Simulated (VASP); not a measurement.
# Al (Fm-3m) in VASP: single point with LDA

Aim: the single point of Al with LDA.

All numbers are computed with VASP 6.6.1; they aren't measurements. Logs are shortened: lines on timing, memory, paths and dates and some standing lists are left out, and cuts for length are marked.

### Step 1. The cell of the first run

Symmetry: Fm-3m, No. 225, cubic system. Conventional cell: a = 3.984 Å, b = 3.984 Å, c = 3.984 Å, α = 90.00°, β = 90.00°, γ = 90.00°. Al (site symmetry m-3m) has 12 Al at 2.82 Å within 3.7 Å.

### Step 2. Single point, LDA

INCAR reads:

```
PREC = Accurate
ENCUT = 500
EDIFF = 1E-6
ISMEAR = 0
SIGMA = 0.1
LREAL = False
LASPH = True
NELM = 120
ALGO = Normal
ISIF = 2
LWAVE = False
LCHARG = True
GGA = CA
LELF = True
LVHAR = True
NBANDS = 8
GGA_COMPAT = False
```

KPOINTS reads:

```
regular mesh
0
Gamma
  18 18 18
```

POSCAR reads:

```
Al
1.0
    0.0000000000      1.9917798322      1.9917798322
    1.9917798322      0.0000000000      1.9917798322
    1.9917798322      1.9917798322      0.0000000000
Al
1
Direct
    0.0000000000      0.0000000000      0.0000000000
```

Potentials or basis: VASP PAW LDA potentials, release 64 (Al).

The run is started by

```console
> cat potpaw_LDA.64/Al/POTCAR > POTCAR
> mpirun -np 1 vasp_std > vasp.out
```

OUTCAR:

```text
PREC = Accurate
   ENCUT = 500
   EDIFF = 1E-6
   ISMEAR = 0
   LREAL = False
   LASPH = True
   NELM = 120
   ISIF = 2
   GGA = CA

 ion  position               nearest neighbor table
   1  0.000  0.000  0.000-

  LATTYP: Found a face centered cubic cell.
 ALAT       =     3.9835596644

  Lattice vectors:

 A1 = (   0.0000000000,   1.9917798322,   1.9917798322)
 A2 = (   1.9917798322,   0.0000000000,   1.9917798322)
 A3 = (   1.9917798322,   1.9917798322,   0.0000000000)

Analysis of symmetry for initial positions (statically):
=====================================================================
 Subroutine PRICEL returns:
 Original cell was already a primitive cell.

 Routine SETGRP: Setting up the symmetry group for a
 face centered cubic supercell.

 Subroutine GETGRP returns: Found 48 space group operations
 (whereof 48 operations were pure point group operations)
 out of a pool of 48 trial point group operations.

The static configuration has the point symmetry O_h .

Analysis of symmetry for dynamics (positions and initial velocities):
=====================================================================
 Subroutine PRICEL returns:
 Original cell was already a primitive cell.

 Routine SETGRP: Setting up the symmetry group for a
 face centered cubic supercell.

 Subroutine GETGRP returns: Found 48 space group operations
 (whereof 48 operations were pure point group operations)
 out of a pool of 48 trial point group operations.

The dynamic configuration has the point symmetry O_h .

 Subroutine INISYM returns: Found 48 space group operations
 (whereof 48 operations are pure point group operations),
 and found     1 'primitive' translations

----------------------------------------------------------------------------------------

                                     Primitive cell

  volume of cell :      15.8035

  direct lattice vectors                    reciprocal lattice vectors
     0.000000000  1.991779832  1.991779832    -0.251031762  0.251031762  0.251031762
     1.991779832  0.000000000  1.991779832     0.251031762 -0.251031762  0.251031762
     1.991779832  1.991779832  0.000000000     0.251031762  0.251031762 -0.251031762

  length of vectors
     2.816802052  2.816802052  2.816802052     0.434799765  0.434799765  0.434799765

  position of ions in fractional coordinates (direct lattice)
     0.000000000  0.000000000  0.000000000

[... 76 lines left out ...]
   LREAL  =      F    real-space projection
   EDIFFG = 0.1E-04   stopping-criterion for IOM
   NSW    =      0    number of steps for IOM
   IBRION =     -1    ionic relax: 0-MD 1-quasi-New 2-CG
   NFREE  =      0    steps in history (QN), initial steepest desc. (CG)
   ISIF   =      2    stress and relaxation
   ISYM   =      2    0-nonsym 1-usesym 2-fastsym
   POTIM  = 0.5000    time-step for ionic-motion
   TEBEG  =    0.0;   TEEND  =   0.0 temperature during run
   PSTRESS=    0.0 pullay stress
   NELECT =       3.0000    total number of electrons
   NUPDOWN=      -1.0000    fix difference up-down
   EMIN   =  10.00;   EMAX   =-10.00  energy-range for DOS
   EFERMI =   0.00;   METHOD = LEGACY
   ISMEAR =     0;   SIGMA  =   0.10  broadening in eV -4-tet -1-fermi 0-gaus
   EFERMI_NEDOS =   21; number of points for ismear=-14 and -15
   IALGO  =     38    algorithm
   IMIX   =      4    mixing-type and parameters
     AMIX     =   0.40;   BMIX     =  1.00
     AMIX_MAG =   1.60;   BMIX_MAG =  1.00
  volume/ion in A,a.u.               =      15.80       106.65
  Fermi-wavevector in a.u.,A,eV,Ry     =   0.940872  1.777990 12.044425  0.885240
  Thomas-Fermi vector in A             =   2.068327
   LORBIT       =      0    0 simple, 1 ext, 2 COOP (PROOUT), +10 PAW based schemes
   GGA     = CA    functional components
   LHFCALC =     F    Hartree Fock is set to
   AEXX    =    0.0000 exact exchange contribution
   IVDW    =     0    specifies the selected vdW correction
   LEPSILON=     F    determine dielectric tensor
   LRPA    =     F    only Hartree local field effects (RPA)
 non-spin polarized calculation
 Gauss-broadening in eV      SIGMA  =   0.10
  energy-cutoff  :      500.00
  volume of cell :       15.80
 maximum number of plane-waves:       412
 NGX is ok and might be reduce to    24
   NGX = 11   NGY = 11   NGZ = 11

 number of electron       3.0000000 magnetization

 Free energy of the ion-electron system (eV)
  ---------------------------------------------------
  ext. energy  EPLUGINS =         0.00000000
  ---------------------------------------------------
  free energy    TOTEN  =        -4.19015827 eV

  energy without entropy =       -4.18717028  energy(sigma->0) =       -4.18866428

 E-fermi :   8.2376     XC(G=0): -10.5042

 val. band max:        8.2194555078   @ k =  -0.2778   0.2778   0.0556
 cond. band min:       8.2445441656   @ k =  -0.4444   0.3333   0.1111
 fundamental gap:      0.0250886578
 Fermi energy:         8.2375985276

 k-point     1 :       0.0000    0.0000    0.0000
  band No.  band energies     occupation
      1      -3.1542      2.00000
      2      21.0527      0.00000
      3      21.0527      0.00000
      4      21.0527      0.00000
      5      22.7083      0.00000
      6      22.7083      0.00000
      7      22.7083      0.00000
      8      25.1751      0.00000
[... 243 lines left out ...]
 k-point    24 :      -0.2222    0.0556    0.0000
  band No.  band energies     occupation
      1      -1.4704      2.00000
      2      12.1650      0.00000
      3      17.7278      0.00000
      4      20.6217      0.00000
      5      22.3911      0.00000
      6      23.5558      0.00000
      7      23.9371      0.00000
      8      26.1657      0.00000

 [... further k-points ...]

------------------------ aborting loop because EDIFF is reached ----------------------------------------

  FORCE on cell =-STRESS in cart. coord.  units (eV):
  Direction    XX          YY          ZZ          XY          YZ          ZX
  --------------------------------------------------------------------------------------
  -------------------------------------------------------------------------------------
  Total        0.0072405      0.0072405      0.0072405      0.0000000      0.0000000      0.0000000
  in kB        0.7340458      0.7340458      0.7340458      0.0000000      0.0000000      0.0000000
  external PRESSURE =       0.7340458 kB  Pullay stress =       0.0000000 kB

 VOLUME and BASIS-vectors are now :
 -----------------------------------------------------------------------------
  energy-cutoff  :      500.00
  volume of cell :       15.80
      direct lattice vectors                 reciprocal lattice vectors
     0.000000000  1.991779832  1.991779832    -0.251031762  0.251031762  0.251031762
     1.991779832  0.000000000  1.991779832     0.251031762 -0.251031762  0.251031762
     1.991779832  1.991779832  0.000000000     0.251031762  0.251031762 -0.251031762

 POSITION                                       TOTAL-FORCE (eV/Angst)
 -----------------------------------------------------------------------------------
      0.00000      0.00000      0.00000         0.000000      0.000000      0.000000
 -----------------------------------------------------------------------------------
    total drift:                               -0.000000     -0.000000      0.000000

  FREE ENERGIE OF THE ION-ELECTRON SYSTEM (eV)
  ---------------------------------------------------
  free  energy   TOTEN  =        -4.1901582745 eV

  energy  without entropy=       -4.1871702801  energy(sigma->0) =       -4.18866428
```

OSZICAR:

```text
N       E                     dE             d eps       ncg     rms          rms(c)
DAV:   1    -0.280334268519E+01   -0.28033E+01   -0.88028E+02  3160   0.197E+02
DAV:   2    -0.421370178604E+01   -0.14104E+01   -0.13831E+01  4320   0.189E+01
DAV:   3    -0.421998117367E+01   -0.62794E-02   -0.62646E-02  3968   0.140E+00
DAV:   4    -0.421999130017E+01   -0.10126E-04   -0.10126E-04  4952   0.514E-02
DAV:   5    -0.421999131259E+01   -0.12418E-07   -0.13166E-07  3992   0.902E-04    0.144E+00
DAV:   6    -0.420190328384E+01    0.18088E-01   -0.23622E-03  4152   0.193E-01    0.810E-01
DAV:   7    -0.419018284939E+01    0.11720E-01   -0.59237E-03  4008   0.301E-01    0.168E-01
DAV:   8    -0.419015850578E+01    0.24344E-04   -0.18565E-05  4656   0.277E-02    0.148E-02
DAV:   9    -0.419015827450E+01    0.23128E-06   -0.13674E-07  4128   0.179E-03
   1 F= -.41901583E+01 E0= -.41886643E+01  d E =-.298799E-02
```

stdout:

```text
POSCAR found type information on POSCAR Al
 POSCAR found :  1 types and       1 ions
 scaLAPACK will be used
 LDA part: xc-table for (Slater(with rela. corr.)+CA(PZ))
 , standard interpolation
 POSCAR, INCAR and KPOINTS ok, starting setup
 FFT: planning ... GRIDC
 FFT: planning ... GRID_SOFT
 FFT: planning ... GRID
 WAVECAR not read
 entering main loop
```

Run time: 13 s. Hardware: 1 thread of Intel Xeon Platinum 8488C (Sapphire Rapids), shared host; peak memory 0.13 GiB.

Results:

* Free energy: -4.1902 eV
* Pressure: 0.1 GPa
